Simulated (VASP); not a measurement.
# BP (l.bA) (F-43m) in VASP: further runs

The runs below take BP (l.bA) through single point, with LDA.

Everything below comes from runs of VASP 6.6.1. Logs are shortened: lines on timing, memory, paths and dates and some standing lists are left out, and cuts for length are marked.

## 1. The cell of the first run

Symmetry: F-43m, No. 216, cubic system. Conventional cell: a = 4.491 Å, b = 4.491 Å, c = 4.491 Å, α = 90.00°, β = 90.00°, γ = 90.00°. Within 2.6 Å of B (site symmetry -43m) lie 4 P at 1.94 Å. P (site symmetry -43m) has 4 B at 1.94 Å within 2.6 Å.

## 2. Single point, LDA

INCAR reads:

```
SYSTEM = BP
ALGO = Normal
EDIFF = 1E-6
ENCUT = 500
GGA_COMPAT = .FALSE.
ISIF = 2
ISMEAR = 0
LASPH = .TRUE.
LCHARG = .FALSE.
LREAL = .FALSE.
LWAVE = .FALSE.
NBANDS = 11
NELM = 120
PREC = Accurate
SIGMA = 0.02
```

KPOINTS reads:

```
k-points
0
G
  10 10 10
  0 0 0
```

POSCAR reads:

```
BP
1.0
    0.0000000000      2.2453789957      2.2453789957
    2.2453789957      0.0000000000      2.2453789957
    2.2453789957      2.2453789957      0.0000000000
B P
1 1
Direct
    0.0000000000      0.0000000000      0.0000000000
    0.2500000000      0.2500000000      0.2500000000
```

Potentials or basis: VASP PAW LDA potentials, release 64 (B, P).

The run is started by

```console
$ cat potpaw_LDA.64/B/POTCAR potpaw_LDA.64/P/POTCAR > POTCAR
$ mpirun -np 1 vasp_std > vasp.out
```

OUTCAR:

```text
SYSTEM = BP
   EDIFF = 1E-6
   ENCUT = 500
   ISIF = 2
   ISMEAR = 0
   LASPH = .TRUE.
   LREAL = .FALSE.
   NELM = 120
   PREC = Accurate

 ion  position               nearest neighbor table
   1  0.000  0.000  0.000-   2 1.94   2 1.94   2 1.94   2 1.94
   2  0.250  0.250  0.250-   1 1.94   1 1.94   1 1.94   1 1.94

  LATTYP: Found a face centered cubic cell.
 ALAT       =     4.4907579914

  Lattice vectors:

 A1 = (   0.0000000000,   2.2453789957,   2.2453789957)
 A2 = (   2.2453789957,   0.0000000000,   2.2453789957)
 A3 = (   2.2453789957,   2.2453789957,   0.0000000000)

Analysis of symmetry for initial positions (statically):
=====================================================================
 Subroutine PRICEL returns:
 Original cell was already a primitive cell.

 Routine SETGRP: Setting up the symmetry group for a
 face centered cubic supercell.

 Subroutine GETGRP returns: Found 24 space group operations
 (whereof 24 operations were pure point group operations)
 out of a pool of 48 trial point group operations.

The static configuration has the point symmetry T_d .

Analysis of symmetry for dynamics (positions and initial velocities):
=====================================================================
 Subroutine PRICEL returns:
 Original cell was already a primitive cell.

 Routine SETGRP: Setting up the symmetry group for a
 face centered cubic supercell.

 Subroutine GETGRP returns: Found 24 space group operations
 (whereof 24 operations were pure point group operations)
 out of a pool of 48 trial point group operations.

The dynamic configuration has the point symmetry T_d .

 Subroutine INISYM returns: Found 24 space group operations
 (whereof 24 operations are pure point group operations),
 and found     1 'primitive' translations

----------------------------------------------------------------------------------------

                                     Primitive cell

  volume of cell :      22.6412

  direct lattice vectors                    reciprocal lattice vectors
     0.000000000  2.245378996  2.245378996    -0.222679557  0.222679557  0.222679557
     2.245378996  0.000000000  2.245378996     0.222679557 -0.222679557  0.222679557
     2.245378996  2.245378996  0.000000000     0.222679557  0.222679557 -0.222679557

  length of vectors
     3.175445428  3.175445428  3.175445428     0.385692306  0.385692306  0.385692306

  position of ions in fractional coordinates (direct lattice)
     0.000000000  0.000000000  0.000000000
     0.250000000  0.250000000  0.250000000

  ion indices of the primitive-cell ions
   primitive index   ion index
                 1           1
                 2           2

----------------------------------------------------------------------------------------

 KPOINTS: k-points

Automatic generation of k-mesh.
 Grid dimensions read from file:
 generate k-points for:   10   10   10

 Generating k-lattice:

  Cartesian coordinates                     Fractional coordinates (reciprocal lattice)
    -0.022267956  0.022267956  0.022267956     0.100000000  0.000000000  0.000000000
     0.022267956 -0.022267956  0.022267956     0.000000000  0.100000000  0.000000000
     0.022267956  0.022267956 -0.022267956     0.000000000  0.000000000  0.100000000

  Length of vectors
     0.038569231  0.038569231  0.038569231

  Shift w.r.t. Gamma in fractional coordinates (k-lattice)
     0.000000000  0.000000000  0.000000000

 Subroutine IBZKPT returns following result:
 ===========================================

 Found     47 irreducible k-points:

 Following reciprocal coordinates:
            Coordinates               Weight
  0.000000  0.000000  0.000000      1.000000
  0.100000  0.000000  0.000000      8.000000
  0.200000  0.000000  0.000000      8.000000
  0.300000  0.000000  0.000000      8.000000
  0.400000  0.000000  0.000000      8.000000
  0.500000  0.000000  0.000000      4.000000
[... 16 lines left out ...]
  0.300000  0.300000  0.000000      6.000000
  0.400000  0.300000  0.000000     24.000000
 [... further k-points ...]
   k-points           NKPTS =     47   k-points in BZ     NKDIM =     47   number of bands    NBANDS=     11
   number of dos      NEDOS =    301   number of ions     NIONS =      2
   total plane-waves  NPLWV =  13824
   dimension x,y,z NGX =    24 NGY =   24 NGZ =   24
   dimension x,y,z NGXF=    48 NGYF=   48 NGZF=   48
   ions per type =               1   1
   NGX,Y,Z   is equivalent  to a cutoff of  12.56, 12.56, 12.56 a.u.
   NGXF,Y,Z  is equivalent  to a cutoff of  25.13, 25.13, 25.13 a.u.
 SYSTEM =  BP
   PREC   = accura    normal or accurate (medium, high low for compatibility)
   ISTART =      0    job   : 0-new  1-cont  2-samecut
   ICHARG =      2    charge: 1-file 2-atom 10-const
   ISPIN  =      1    spin polarized calculation?
   LNONCOLLINEAR =      F non collinear calculations
   LSORBIT =      F    spin-orbit coupling
   LASPH  =      T    aspherical Exc in radial PAW
   ENCUT  =  500.0 eV  36.75 Ry    6.06 a.u.   5.79  5.79  5.79*2*pi/ulx,y,z
   NELM   =    120;   NELMIN=  2; NELMDL= -5     # of ELM steps
   EDIFF  = 0.1E-05   stopping-criterion for ELM
   LREAL  =      F    real-space projection
   EDIFFG = 0.1E-04   stopping-criterion for IOM
   NSW    =      0    number of steps for IOM
   IBRION =     -1    ionic relax: 0-MD 1-quasi-New 2-CG
   NFREE  =      0    steps in history (QN), initial steepest desc. (CG)
   ISIF   =      2    stress and relaxation
   ISYM   =      2    0-nonsym 1-usesym 2-fastsym
   POTIM  = 0.5000    time-step for ionic-motion
   TEBEG  =    0.0;   TEEND  =   0.0 temperature during run
   PSTRESS=    0.0 pullay stress
   NELECT =       8.0000    total number of electrons
   NUPDOWN=      -1.0000    fix difference up-down
   EMIN   =  10.00;   EMAX   =-10.00  energy-range for DOS
   EFERMI =   0.00;   METHOD = LEGACY
   ISMEAR =     0;   SIGMA  =   0.02  broadening in eV -4-tet -1-fermi 0-gaus
   EFERMI_NEDOS =   21; number of points for ismear=-14 and -15
   IALGO  =     38    algorithm
   IMIX   =      4    mixing-type and parameters
     AMIX     =   0.40;   BMIX     =  1.00
     AMIX_MAG =   1.60;   BMIX_MAG =  1.00
  volume/ion in A,a.u.               =      11.32        76.40
  Fermi-wavevector in a.u.,A,eV,Ry     =   1.157369  2.187110 18.225044  1.339503
  Thomas-Fermi vector in A             =   2.293981
   LORBIT       =      0    0 simple, 1 ext, 2 COOP (PROOUT), +10 PAW based schemes
   GGA     = CA    functional components
   LHFCALC =     F    Hartree Fock is set to
   AEXX    =    0.0000 exact exchange contribution
   IVDW    =     0    specifies the selected vdW correction
   LEPSILON=     F    determine dielectric tensor
   LRPA    =     F    only Hartree local field effects (RPA)
 non-spin polarized calculation
 Gauss-broadening in eV      SIGMA  =   0.02
  energy-cutoff  :      500.00
  volume of cell :       22.64
 maximum number of plane-waves:       589
   NGX = 11   NGY = 11   NGZ = 11

 number of electron       8.0000001 magnetization

 Free energy of the ion-electron system (eV)
  ---------------------------------------------------
  ext. energy  EPLUGINS =         0.00000000
  ---------------------------------------------------
  free energy    TOTEN  =       -14.39907484 eV

  energy without entropy =      -14.39907484  energy(sigma->0) =      -14.39907484

 E-fermi :   7.8948     XC(G=0): -11.2180

 val. band max:        7.7847059938   @ k =   0.0000   0.0000   0.0000
 cond. band min:       8.9356055815   @ k =   0.4000   0.4000   0.0000
 fundamental gap:      1.1508995878
 Fermi energy:         7.8948323773

 k-point     1 :       0.0000    0.0000    0.0000
  band No.  band energies     occupation
      1      -7.8849      2.00000
      2       7.7847      2.00000
      3       7.7847      2.00000
      4       7.7847      2.00000
      5      11.2133      0.00000
      6      11.2133      0.00000
      7      11.2133      0.00000
      8      15.6365      0.00000
      9      19.2649      0.00000
     10      20.0592      0.00000
     11      20.0592      0.00000

 k-point     2 :       0.1000    0.0000    0.0000
  band No.  band energies     occupation
      1      -7.7003      2.00000
      2       6.4707      2.00000
      3       7.4831      2.00000
      4       7.4831      2.00000
      5      11.6306      0.00000
      6      11.6306      0.00000
      7      11.6711      0.00000
      8      16.1094      0.00000
      9      19.3207      0.00000
     10      19.3207      0.00000
     11      19.8450      0.00000

 k-point     3 :       0.2000    0.0000    0.0000
  band No.  band energies     occupation
      1      -7.1529      2.00000
      2       4.0938      2.00000
      3       6.9138      2.00000
      4       6.9138      2.00000
      5      11.9280      0.00000
      6      12.3573      0.00000
      7      12.3573      0.00000
      8      17.1239      0.00000
      9      18.6851      0.00000
     10      18.6851      0.00000
     11      20.7412      0.00000

 k-point     4 :       0.3000    0.0000    0.0000
  band No.  band energies     occupation
      1      -6.2710      2.00000
      2       1.6870      2.00000
      3       6.4179      2.00000
      4       6.4179      2.00000
      5      11.8817      0.00000
      6      12.6673      0.00000
      7      12.6673      0.00000
      8      17.8200      0.00000
      9      19.2822      0.00000
     10      19.2822      0.00000
     11      21.0924      0.00000
[... 239 lines left out ...]
 k-point    22 :      -0.2000    0.2000    0.0000
  band No.  band energies     occupation
      1      -5.9722      2.00000
      2       2.5045      2.00000
      3       3.4960      2.00000
      4       6.5226      2.00000
      5      12.2934      0.00000
      6      13.1535      0.00000
      7      14.2593      0.00000
      8      16.2567      0.00000
      9      17.2929      0.00000
     10      21.4750      0.00000
     11      23.8436      0.00000

 k-point    23 :       0.3000    0.3000    0.0000
  band No.  band energies     occupation
      1      -5.7166      2.00000
      2       2.9888      2.00000
      3       4.4805      2.00000
      4       4.4805      2.00000
      5       9.2395      0.00000
      6      11.6003      0.00000
      7      16.7781      0.00000
      8      16.7781      0.00000
      9      21.1545      0.00000
     10      22.3596      0.00000
     11      24.4584      0.00000

 k-point    24 :       0.4000    0.3000    0.0000
  band No.  band energies     occupation
      1      -4.8677      2.00000
      2       1.6299      2.00000
      3       3.6236      2.00000
      4       4.1800      2.00000
      5       9.5242      0.00000
      6      11.3199      0.00000
      7      17.3990      0.00000
      8      17.4240      0.00000
      9      21.9852      0.00000
     10      23.2469      0.00000
     11      25.0857      0.00000

 [... further k-points ...]

------------------------ aborting loop because EDIFF is reached ----------------------------------------

  FORCE on cell =-STRESS in cart. coord.  units (eV):
  Direction    XX          YY          ZZ          XY          YZ          ZX
  --------------------------------------------------------------------------------------
  -------------------------------------------------------------------------------------
  Total       -0.0198459     -0.0198459     -0.0198459      0.0000000      0.0000000     -0.0000000
  in kB       -1.4043700     -1.4043700     -1.4043700      0.0000000      0.0000000     -0.0000000
  external PRESSURE =      -1.4043700 kB  Pullay stress =       0.0000000 kB

 VOLUME and BASIS-vectors are now :
 -----------------------------------------------------------------------------
  energy-cutoff  :      500.00
  volume of cell :       22.64
      direct lattice vectors                 reciprocal lattice vectors
     0.000000000  2.245378996  2.245378996    -0.222679557  0.222679557  0.222679557
     2.245378996  0.000000000  2.245378996     0.222679557 -0.222679557  0.222679557
     2.245378996  2.245378996  0.000000000     0.222679557  0.222679557 -0.222679557

 POSITION                                       TOTAL-FORCE (eV/Angst)
 -----------------------------------------------------------------------------------
      0.00000      0.00000      0.00000         0.000000      0.000000      0.000000
      1.12269      1.12269      1.12269        -0.000000     -0.000000     -0.000000
 -----------------------------------------------------------------------------------
    total drift:                                0.000000      0.000000      0.000000

  FREE ENERGIE OF THE ION-ELECTRON SYSTEM (eV)
  ---------------------------------------------------
  free  energy   TOTEN  =       -14.3990748403 eV

  energy  without entropy=      -14.3990748403  energy(sigma->0) =      -14.39907484
```

Wall time 10 s (1 thread of Intel Xeon 8259CL, shared host); peak memory 0.13 GiB.

Results:

| Item | Value |
| --- | --- |
| Free energy | -14.3991 eV |
| Pressure | -0.1 GPa |
| Band gap on the k mesh | 1.15 eV, indirect (least direct gap 3.43 eV) |

Levels at points of the mesh, in eV from the valence-band top:
```csv
k point,band 2,band 3,band 4,band 5,band 6,band 7
"(0.00, 0.00, 0.00)",0.00,0.00,0.00,3.43,3.43,3.43
"(0.50, 0.00, 0.00)",-9.23,-1.79,-1.79,3.97,4.70,4.70
"(0.50, 0.50, 0.00)",-8.65,-4.22,-4.22,1.24,1.53,12.29
```

## 3. Single point, LDA

INCAR reads:

```
ALGO = Normal ; EDIFF = 1E-6
ENCUT = 500 ; GGA = CA
GGA_COMPAT = False ; ISIF = 2
ISMEAR = 0 ; LASPH = True
LCHARG = False ; LREAL = False
LWAVE = False ; NBANDS = 11
NELM = 120 ; PREC = Accurate
SIGMA = 0.02
```

KPOINTS reads:

```
k-points
0
Gamma
  10 10 10
```

POSCAR reads:

```
BP
1.0
    0.0000000000      2.2453789947      2.2453789947
    2.2453789947      0.0000000000      2.2453789947
    2.2453789947      2.2453789947      0.0000000000
B P
1 1
Direct
    0.0000000000      0.0000000000      0.0000000000
    0.2500000000      0.2500000000      0.2500000000
```

Potentials or basis: VASP PAW LDA potentials, release 64 (B, P).

The run is started by

```console
$ cat potpaw_LDA.64/B/POTCAR potpaw_LDA.64/P/POTCAR > POTCAR
$ mpirun -np 1 vasp_std > vasp.out
```

Run time: 4.2 s. Hardware: 1 thread of Intel Xeon Platinum 8375C at 2.90GHz (Ice Lake), shared host; peak memory 0.13 GiB.

It converged, with:

| Quantity | Value |
| --- | --- |
| Free energy | -14.3991 eV |
| Pressure | -0.1 GPa |
| Band gap on the k mesh | 1.15 eV, indirect (least direct gap 3.43 eV) |

Levels at points of the mesh, in eV from the valence-band top:
```
           k point  band 2  band 3  band 4  band 5  band 6  band 7
(0.00, 0.00, 0.00)    0.00    0.00    0.00    3.43    3.43    3.43
(0.50, 0.00, 0.00)   -9.23   -1.79   -1.79    3.97    4.70    4.70
(0.50, 0.50, 0.00)   -8.65   -4.22   -4.22    1.24    1.53   12.29
```

A k mesh can miss the band edges. Expect the measured gap to be larger: semilocal functionals such as LDA lack the derivative discontinuity.

## 4. Single point, LDA

INCAR reads:

```
SYSTEM = BP
ALGO = Normal
EDIFF = 1E-6
ENCUT = 500
GGA_COMPAT = .FALSE.
ISIF = 2
ISMEAR = 0
LASPH = .TRUE.
LCHARG = .FALSE.
LREAL = .FALSE.
LWAVE = .FALSE.
NBANDS = 11
NELM = 120
PREC = Accurate
SIGMA = 0.02
```

KPOINTS reads:

```
k-points
0
G
  10 10 10
  0 0 0
```

POSCAR is that of step 3.

The run is started by

```console
$ cat potpaw_LDA.64/B/POTCAR potpaw_LDA.64/P/POTCAR > POTCAR
$ mpirun -np 1 vasp_std > vasp.out
```

Run time: 4.2 s. Hardware: 1 thread of Intel Xeon Platinum 8375C at 2.90GHz (Ice Lake), shared host; peak memory 0.12 GiB.

It converged, with:

```yaml
Free_energy: -14.3991 eV
Pressure: -0.1 GPa
Band_gap_on_the_k_mesh: 1.15 eV, indirect (least direct gap 3.43 eV)
```

Levels at points of the mesh, in eV from the valence-band top:
```tsv
k point	band 2	band 3	band 4	band 5	band 6	band 7
(0.00, 0.00, 0.00)	0.00	0.00	0.00	3.43	3.43	3.43
(0.50, 0.00, 0.00)	-9.23	-1.79	-1.79	3.97	4.70	4.70
(0.50, 0.50, 0.00)	-8.65	-4.22	-4.22	1.24	1.53	12.29
```

A k mesh can miss the band edges. As with any semilocal functional, this LDA gap is likely too small.
